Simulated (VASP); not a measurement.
# MgO (Fm-3m) in VASP: notebook

The runs below take MgO through relaxation of cell and atoms, single point, with PBE+D3(BJ), PBE.

All numbers are computed with VASP 6.6.1; they aren't measurements. Logs are shortened: lines on timing, memory, paths and dates and some standing lists are left out, and cuts for length are marked.

**1. The cell of the first run**

Symmetry: Fm-3m, No. 225, cubic system. The conventional cell has a = 4.194 Å, b = 4.194 Å, c = 4.194 Å, α = 90.00°, β = 90.00°, γ = 90.00°. Mg (site symmetry m-3m) has 6 O at 2.10 Å within 2.8 Å. Within 2.8 Å of O (site symmetry m-3m) lie 6 Mg at 2.10 Å.

**2. Relaxation of cell and atoms, PBE+D3(BJ)**

The input, INCAR:

```
PREC = Accurate
ENCUT = 600
EDIFF = 1E-6
ISMEAR = -1
SIGMA = 0.05
LREAL = False
LASPH = True
NELM = 100
ALGO = Normal
ISIF = 3
LWAVE = False
LCHARG = False
GGA = PE
IVDW = 12
IBRION = 2
NSW = 80
EDIFFG = -0.01
```

The input, KPOINTS:

```
regular mesh
0
Gamma
  11 11 11
```

The input, POSCAR:

```
MgO
1.0
    0.0000000000      2.0970013927      2.0970013927
    2.0970013927      0.0000000000      2.0970013927
    2.0970013927      2.0970013927      0.0000000000
Mg O
1 1
Direct
    0.0000000000      0.0000000000      0.0000000000
    0.5000000000      0.5000000000      0.5000000000
```

Potentials or basis: VASP PAW PBE potentials, release 64 (Mg, O).

Launch:

```console
> cat potpaw_PBE.64/Mg/POTCAR potpaw_PBE.64/O/POTCAR > POTCAR
> mpirun -np 1 vasp_std > vasp.out
```

OUTCAR:

```text
PREC = Accurate
   ENCUT = 600
   EDIFF = 1E-6
   ISMEAR = -1
   LREAL = False
   LASPH = True
   NELM = 100
   ISIF = 3
   GGA = PE
   IVDW = 12
   IBRION = 2
   NSW = 80
   EDIFFG = -0.01
 IVDW          = 12

 ion  position               nearest neighbor table
   1  0.000  0.000  0.000-   2 2.10   2 2.10   2 2.10   2 2.10   2 2.10   2 2.10
   2  0.500  0.500  0.500-   1 2.10   1 2.10   1 2.10   1 2.10   1 2.10   1 2.10

  LATTYP: Found a face centered cubic cell.
 ALAT       =     4.1940027854

  Lattice vectors:

 A1 = (   0.0000000000,   2.0970013927,   2.0970013927)
 A2 = (   2.0970013927,   0.0000000000,   2.0970013927)
 A3 = (   2.0970013927,   2.0970013927,   0.0000000000)

Analysis of symmetry for initial positions (statically):
=====================================================================
 Subroutine PRICEL returns:
 Original cell was already a primitive cell.

 Routine SETGRP: Setting up the symmetry group for a
 face centered cubic supercell.

 Subroutine GETGRP returns: Found 48 space group operations
 (whereof 48 operations were pure point group operations)
 out of a pool of 48 trial point group operations.

The static configuration has the point symmetry O_h .

Analysis of symmetry for dynamics (positions and initial velocities):
=====================================================================
 Subroutine PRICEL returns:
 Original cell was already a primitive cell.

 Routine SETGRP: Setting up the symmetry group for a
 face centered cubic supercell.

 Subroutine GETGRP returns: Found 48 space group operations
 (whereof 48 operations were pure point group operations)
 out of a pool of 48 trial point group operations.

The dynamic configuration has the point symmetry O_h .

 Subroutine INISYM returns: Found 48 space group operations
 (whereof 48 operations are pure point group operations),
 and found     1 'primitive' translations

----------------------------------------------------------------------------------------

                                     Primitive cell

  volume of cell :      18.4428

  direct lattice vectors                    reciprocal lattice vectors
     0.000000000  2.097001393  2.097001393    -0.238435702  0.238435702  0.238435702
     2.097001393  0.000000000  2.097001393     0.238435702 -0.238435702  0.238435702
     2.097001393  2.097001393  0.000000000     0.238435702  0.238435702 -0.238435702

  length of vectors
     2.965607810  2.965607810  2.965607810     0.412982751  0.412982751  0.412982751

  position of ions in fractional coordinates (direct lattice)
     0.000000000  0.000000000  0.000000000
     0.500000000  0.500000000  0.500000000

  ion indices of the primitive-cell ions
   primitive index   ion index
                 1           1
                 2           2

----------------------------------------------------------------------------------------

 KPOINTS: regular mesh

Automatic generation of k-mesh.
 Grid dimensions read from file:
 generate k-points for:   11   11   11

 Generating k-lattice:

  Cartesian coordinates                     Fractional coordinates (reciprocal lattice)
    -0.021675973  0.021675973  0.021675973     0.090909091  0.000000000  0.000000000
     0.021675973 -0.021675973  0.021675973     0.000000000  0.090909091  0.000000000
     0.021675973  0.021675973 -0.021675973     0.000000000  0.000000000  0.090909091

  Length of vectors
     0.037543886  0.037543886  0.037543886

  Shift w.r.t. Gamma in fractional coordinates (k-lattice)
     0.000000000  0.000000000  0.000000000

 Subroutine IBZKPT returns following result:
 ===========================================

 Found     56 irreducible k-points:

 Following reciprocal coordinates:
            Coordinates               Weight
  0.000000  0.000000  0.000000      1.000000
  0.090909  0.000000  0.000000      8.000000
  0.181818  0.000000  0.000000      8.000000
  0.272727  0.000000  0.000000      8.000000
  0.363636  0.000000  0.000000      8.000000
  0.454545  0.000000  0.000000      8.000000
[... 16 lines left out ...]
 -0.272727  0.181818  0.000000     24.000000
 -0.181818  0.181818  0.000000     12.000000
 [... further k-points ...]
   k-points           NKPTS =     56   k-points in BZ     NKDIM =     56   number of bands    NBANDS=      8
   number of dos      NEDOS =    301   number of ions     NIONS =      2
   total plane-waves  NPLWV =  13824
   dimension x,y,z NGX =    24 NGY =   24 NGZ =   24
   dimension x,y,z NGXF=    48 NGYF=   48 NGZF=   48
   ions per type =               1   1
   NGX,Y,Z   is equivalent  to a cutoff of  13.45, 13.45, 13.45 a.u.
   NGXF,Y,Z  is equivalent  to a cutoff of  26.91, 26.91, 26.91 a.u.
 SYSTEM =  unknown system
   PREC   = accura    normal or accurate (medium, high low for compatibility)
   ISTART =      0    job   : 0-new  1-cont  2-samecut
   ICHARG =      2    charge: 1-file 2-atom 10-const
   ISPIN  =      1    spin polarized calculation?
   LNONCOLLINEAR =      F non collinear calculations
   LSORBIT =      F    spin-orbit coupling
   LASPH  =      T    aspherical Exc in radial PAW
   ENCUT  =  600.0 eV  44.10 Ry    6.64 a.u.   5.92  5.92  5.92*2*pi/ulx,y,z
   NELM   =    100;   NELMIN=  2; NELMDL= -5     # of ELM steps
   EDIFF  = 0.1E-05   stopping-criterion for ELM
   LREAL  =      F    real-space projection
   EDIFFG = -.1E-01   stopping-criterion for IOM
   NSW    =     80    number of steps for IOM
   IBRION =      2    ionic relax: 0-MD 1-quasi-New 2-CG
   NFREE  =      1    steps in history (QN), initial steepest desc. (CG)
   ISIF   =      3    stress and relaxation
   ISYM   =      2    0-nonsym 1-usesym 2-fastsym
   POTIM  = 0.5000    time-step for ionic-motion
   TEBEG  =    0.0;   TEEND  =   0.0 temperature during run
   PSTRESS=    0.0 pullay stress
   NELECT =       8.0000    total number of electrons
   NUPDOWN=      -1.0000    fix difference up-down
   EMIN   =  10.00;   EMAX   =-10.00  energy-range for DOS
   EFERMI =   0.00;   METHOD = LEGACY
   ISMEAR =    -1;   SIGMA  =   0.05  broadening in eV -4-tet -1-fermi 0-gaus
   EFERMI_NEDOS =   21; number of points for ismear=-14 and -15
   IALGO  =     38    algorithm
   IMIX   =      4    mixing-type and parameters
     AMIX     =   0.40;   BMIX     =  1.00
     AMIX_MAG =   1.60;   BMIX_MAG =  1.00
  volume/ion in A,a.u.               =       9.22        62.23
  Fermi-wavevector in a.u.,A,eV,Ry     =   1.239261  2.341864 20.895389  1.535768
  Thomas-Fermi vector in A             =   2.373752
   LORBIT       =      0    0 simple, 1 ext, 2 COOP (PROOUT), +10 PAW based schemes
   GGA     = PE    functional components
   LHFCALC =     F    Hartree Fock is set to
   AEXX    =    0.0000 exact exchange contribution
   IVDW    =    12    specifies the selected vdW correction
   LEPSILON=     F    determine dielectric tensor
   LRPA    =     F    only Hartree local field effects (RPA)
 conjugate gradient relaxation of ions
 non-spin polarized calculation
  energy-cutoff  :      600.00
  volume of cell :       18.44
 maximum number of plane-waves:       626
   NGX = 11   NGY = 11   NGZ = 11

--------------------------------------- Ionic step        1  -------------------------------------------

 number of electron       8.0000004 magnetization

 Free energy of the ion-electron system (eV)
  ---------------------------------------------------
  ext. energy  EPLUGINS =         0.00000000
  ---------------------------------------------------
  free energy    TOTEN  =       -11.90114386 eV

  energy without entropy =      -11.90114386  energy(sigma->0) =      -11.90114386

------------------------ aborting loop because EDIFF is reached ----------------------------------------

 Edisp (eV)   -0.59405

 E8    (eV) :    -0.2327

  FORCE on cell =-STRESS in cart. coord.  units (eV):
  Direction    XX          YY          ZZ          XY          YZ          ZX
  --------------------------------------------------------------------------------------
  -------------------------------------------------------------------------------------
  Total       0.06688     0.06688     0.06688     0.00000    -0.00000     0.00000
  in kB       5.81006     5.81006     5.81006     0.00000    -0.00000     0.00000
  external pressure =        5.81 kB  Pullay stress =        0.00 kB
[... 61 lines left out ...]
  energy  without entropy=      -12.4953159443  energy(sigma->0) =      -12.49531594

--------------------------------------- Ionic step        3  -------------------------------------------

 number of electron       8.0000004 magnetization

 Free energy of the ion-electron system (eV)
  ---------------------------------------------------
  ext. energy  EPLUGINS =         0.00000000
  ---------------------------------------------------
  free energy    TOTEN  =       -11.90359050 eV

  energy without entropy =      -11.90359050  energy(sigma->0) =      -11.90359050

 E-fermi :   4.2569     XC(G=0): -11.1216

 val. band max:        3.2530570041   @ k =   0.0000   0.0000   0.0000
 cond. band min:       8.0704483542   @ k =   0.0000   0.0000   0.0000
 fundamental gap:      4.8173913501
 Fermi energy:         4.2568512511

 k-point     1 :       0.0000    0.0000    0.0000
  band No.  band energies     occupation
      1     -14.0559      2.00000
      2       3.2531      2.00000
      3       3.2531      2.00000
      4       3.2531      2.00000
      5       8.0704      0.00000
      6      19.1073      0.00000
      7      19.1073      0.00000
      8      19.1073      0.00000
[... 243 lines left out ...]
 k-point    24 :      -0.1818    0.1818    0.0000
  band No.  band energies     occupation
      1     -13.2607      2.00000
      2       0.3774      2.00000
      3       2.1292      2.00000
      4       2.8739      2.00000
      5      11.3785      0.00000
      6      15.3518      0.00000
      7      18.8292      0.00000
      8      21.3346      0.00000

 [... further k-points ...]

------------------------ aborting loop because EDIFF is reached ----------------------------------------

 Edisp (eV)   -0.59174

 E8    (eV) :    -0.2317

  FORCE on cell =-STRESS in cart. coord.  units (eV):
  Direction    XX          YY          ZZ          XY          YZ          ZX
  --------------------------------------------------------------------------------------
  -------------------------------------------------------------------------------------
  Total       0.00048     0.00048     0.00048     0.00000     0.00000     0.00000
  in kB       0.04184     0.04184     0.04184     0.00000     0.00000     0.00000
  external pressure =        0.04 kB  Pullay stress =        0.00 kB
[... 17 lines left out ...]
  FREE ENERGIE OF THE ION-ELECTRON SYSTEM (eV)
  ---------------------------------------------------
  free  energy   TOTEN  =       -12.4953272528 eV

  energy  without entropy=      -12.4953272528  energy(sigma->0) =      -12.49532725

 reached required accuracy - stopping structural energy minimisation
```

Run time: 7.3 s. Hardware: 1 thread of Intel Xeon 6975P-C (Granite Rapids), shared host; peak memory 0.15 GiB.

Results:

```yaml
Free_energy: -12.4953 eV
Relaxed_volume: 9.26 Å³/atom
Relaxed_cell: a = 2.969 Å, b = 2.969 Å, c = 2.969 Å, α = 60.00°, β = 60.00°, γ = 60.00°
Space_group_after_relaxing_to_0.05_Å: Fm-3m (No. 225)
Energy_gained_by_relaxing: 0.1 meV/atom
Ionic_steps: 3
Pressure_after_relaxing: 0.0 GPa
Band_gap_on_the_k_mesh: 4.82 eV, direct
Dispersion_energy_per_atom: -0.296 eV
```

Step by step:
| step | energy change (eV) | largest force (eV/Å) | pressure (GPa) | volume (Å³) |
| --- | --- | --- | --- | --- |
| 1 | 0.0000 | 0.0000 | 0.58 | 18.44 |
| 2 | -0.0001 | 0.0000 | -0.17 | 18.53 |
| 3 | -0.0001 | 0.0000 | 0.00 | 18.51 |

Final structure:
```
CELL_PARAMETERS angstrom
0.00000 2.09965 2.09965
2.09965 0.00000 2.09965
2.09965 2.09965 0.00000
ATOMIC_POSITIONS crystal
Mg 0.00000 0.00000 0.00000
O 0.50000 0.50000 0.50000
```

Levels at points of the mesh, in eV from the valence-band top:
```tsv
k point	band 1	band 2	band 3	band 4	band 5	band 6	band 7	band 8
(0.00, 0.00, 0.00)	-17.31	0.00	0.00	0.00	4.82	15.85	15.85	15.85
```

A hybrid or GW would open this gap; PBE tends to underestimate it.

**3. Single point, PBE**

The input, INCAR:

```
PREC = Accurate
ENCUT = 520
EDIFF = 1E-7
ISMEAR = 0
SIGMA = 0.016
LREAL = False
LASPH = True
NELM = 60
ALGO = Normal
ISIF = 2
LWAVE = False
LCHARG = False
GGA = PE
NBANDS = 11
```

KPOINTS is that of step 2.

POSCAR is that of step 2.

Potentials or basis: VASP PAW PBE potentials, release 64 (Mg, O).

Launch:

```console
> cat potpaw_PBE.64/Mg/POTCAR potpaw_PBE.64/O/POTCAR > POTCAR
> mpirun -np 1 vasp_std > vasp.out
```

OUTCAR:

```text
PREC = Accurate
   ENCUT = 520
   EDIFF = 1E-7
   ISMEAR = 0
   LREAL = False
   LASPH = True
   NELM = 60
   ISIF = 2
   GGA = PE

 ion  position               nearest neighbor table
   1  0.000  0.000  0.000-   2 2.10   2 2.10   2 2.10   2 2.10   2 2.10   2 2.10
   2  0.500  0.500  0.500-   1 2.10   1 2.10   1 2.10   1 2.10   1 2.10   1 2.10

  LATTYP: Found a face centered cubic cell.
 ALAT       =     4.1940027854

  Lattice vectors:

 A1 = (   0.0000000000,   2.0970013927,   2.0970013927)
 A2 = (   2.0970013927,   0.0000000000,   2.0970013927)
 A3 = (   2.0970013927,   2.0970013927,   0.0000000000)

Analysis of symmetry for initial positions (statically):
=====================================================================
 Subroutine PRICEL returns:
 Original cell was already a primitive cell.

 Routine SETGRP: Setting up the symmetry group for a
 face centered cubic supercell.

 Subroutine GETGRP returns: Found 48 space group operations
 (whereof 48 operations were pure point group operations)
 out of a pool of 48 trial point group operations.

The static configuration has the point symmetry O_h .

Analysis of symmetry for dynamics (positions and initial velocities):
=====================================================================
 Subroutine PRICEL returns:
 Original cell was already a primitive cell.

 Routine SETGRP: Setting up the symmetry group for a
 face centered cubic supercell.

 Subroutine GETGRP returns: Found 48 space group operations
 (whereof 48 operations were pure point group operations)
 out of a pool of 48 trial point group operations.

The dynamic configuration has the point symmetry O_h .

 Subroutine INISYM returns: Found 48 space group operations
 (whereof 48 operations are pure point group operations),
 and found     1 'primitive' translations

----------------------------------------------------------------------------------------

                                     Primitive cell

  volume of cell :      18.4428

  direct lattice vectors                    reciprocal lattice vectors
     0.000000000  2.097001393  2.097001393    -0.238435702  0.238435702  0.238435702
[... 119 lines left out ...]
  energy-cutoff  :      520.00
  volume of cell :       18.44
 maximum number of plane-waves:       531
 NGX is ok and might be reduce to    24
   NGX = 11   NGY = 11   NGZ = 11

 number of electron       8.0000004 magnetization

 Free energy of the ion-electron system (eV)
  ---------------------------------------------------
  ext. energy  EPLUGINS =         0.00000000
  ---------------------------------------------------
  free energy    TOTEN  =       -11.89769123 eV

  energy without entropy =      -11.89769123  energy(sigma->0) =      -11.89769123

 E-fermi :   3.4351     XC(G=0): -11.1399

 val. band max:        3.2843121667   @ k =   0.0000   0.0000   0.0000
 cond. band min:       8.1372994217   @ k =   0.0000   0.0000   0.0000
 fundamental gap:      4.8529872550
 Fermi energy:         3.4350630201

 k-point     1 :       0.0000    0.0000    0.0000
  band No.  band energies     occupation
      1     -14.0458      2.00000
      2       3.2843      2.00000
      3       3.2843      2.00000
      4       3.2843      2.00000
      5       8.1373      0.00000
      6      19.1572      0.00000
      7      19.1572      0.00000
      8      19.1572      0.00000
      9      23.1080      0.00000
     10      24.8974      0.00000
     11      24.8974      0.00000
[... 309 lines left out ...]
 k-point    24 :      -0.1818    0.1818    0.0000
  band No.  band energies     occupation
      1     -13.2443      2.00000
      2       0.4002      2.00000
      3       2.1551      2.00000
      4       2.9023      2.00000
      5      11.4461      0.00000
      6      15.4012      0.00000
      7      18.9006      0.00000
      8      21.3903      0.00000
      9      21.4227      0.00000
     10      24.6943      0.00000
     11      28.0453      0.00000

 [... further k-points ...]

------------------------ aborting loop because EDIFF is reached ----------------------------------------

  FORCE on cell =-STRESS in cart. coord.  units (eV):
  Direction    XX          YY          ZZ          XY          YZ          ZX
  --------------------------------------------------------------------------------------
  -------------------------------------------------------------------------------------
  Total        0.7127079      0.7127079      0.7127079     -0.0000000     -0.0000000      0.0000000
  in kB       61.9150222     61.9150222     61.9150222     -0.0000000     -0.0000000      0.0000000
  external PRESSURE =      61.9150222 kB  Pullay stress =       0.0000000 kB

 VOLUME and BASIS-vectors are now :
 -----------------------------------------------------------------------------
  energy-cutoff  :      520.00
  volume of cell :       18.44
      direct lattice vectors                 reciprocal lattice vectors
     0.000000000  2.097001393  2.097001393    -0.238435702  0.238435702  0.238435702
     2.097001393  0.000000000  2.097001393     0.238435702 -0.238435702  0.238435702
     2.097001393  2.097001393  0.000000000     0.238435702  0.238435702 -0.238435702

 POSITION                                       TOTAL-FORCE (eV/Angst)
 -----------------------------------------------------------------------------------
      0.00000      0.00000      0.00000        -0.000000     -0.000000      0.000000
      2.09700      2.09700      2.09700         0.000000      0.000000      0.000000
 -----------------------------------------------------------------------------------
    total drift:                               -0.000000     -0.000000      0.000000

  FREE ENERGIE OF THE ION-ELECTRON SYSTEM (eV)
  ---------------------------------------------------
  free  energy   TOTEN  =       -11.8976912287 eV

  energy  without entropy=      -11.8976912287  energy(sigma->0) =      -11.89769123
```

OSZICAR:

```text
N       E                     dE             d eps       ncg     rms          rms(c)
DAV:   1     0.132705422630E+02    0.13271E+02   -0.46555E+03  1392   0.651E+02
DAV:   2    -0.128753213555E+02   -0.26146E+02   -0.25571E+02  1427   0.133E+02
DAV:   3    -0.134593220006E+02   -0.58400E+00   -0.58366E+00  1483   0.173E+01
DAV:   4    -0.134606909654E+02   -0.13690E-02   -0.13689E-02  1352   0.948E-01
DAV:   5    -0.134606954174E+02   -0.44520E-05   -0.44520E-05  1445   0.525E-02    0.723E+00
DAV:   6    -0.119143360406E+02    0.15464E+01   -0.86964E+00  1280   0.163E+01    0.220E+00
DAV:   7    -0.119030976152E+02    0.11238E-01   -0.50267E-02  1346   0.206E+00    0.134E+00
DAV:   8    -0.118980003165E+02    0.50973E-02   -0.26241E-02  1283   0.183E+00    0.224E-01
DAV:   9    -0.118976841437E+02    0.31617E-03   -0.47876E-04  1421   0.154E-01    0.127E-01
DAV:  10    -0.118976896544E+02   -0.55107E-05   -0.42979E-04  1352   0.155E-01    0.822E-03
DAV:  11    -0.118976913640E+02   -0.17095E-05   -0.22446E-06  1439   0.126E-02    0.517E-03
DAV:  12    -0.118976912189E+02    0.14503E-06   -0.54054E-07  1361   0.561E-03    0.412E-04
DAV:  13    -0.118976912287E+02   -0.98091E-08   -0.36929E-08   733   0.105E-03
   1 F= -.11897691E+02 E0= -.11897691E+02  d E =-.568586E-43
```

Run time: 5.7 s. Hardware: 1 thread of Intel Xeon 6975P-C, shared host; peak memory 0.14 GiB.

Results:

```yaml
Free_energy: -11.8977 eV
Pressure: 6.2 GPa
Band_gap_on_the_k_mesh: 4.85 eV, direct
```

Levels at points of the mesh, in eV from the valence-band top:
```csv
k point,band 2,band 3,band 4,band 5,band 6,band 7
"(0.00, 0.00, 0.00)",0.00,0.00,0.00,4.85,15.87,15.87
```
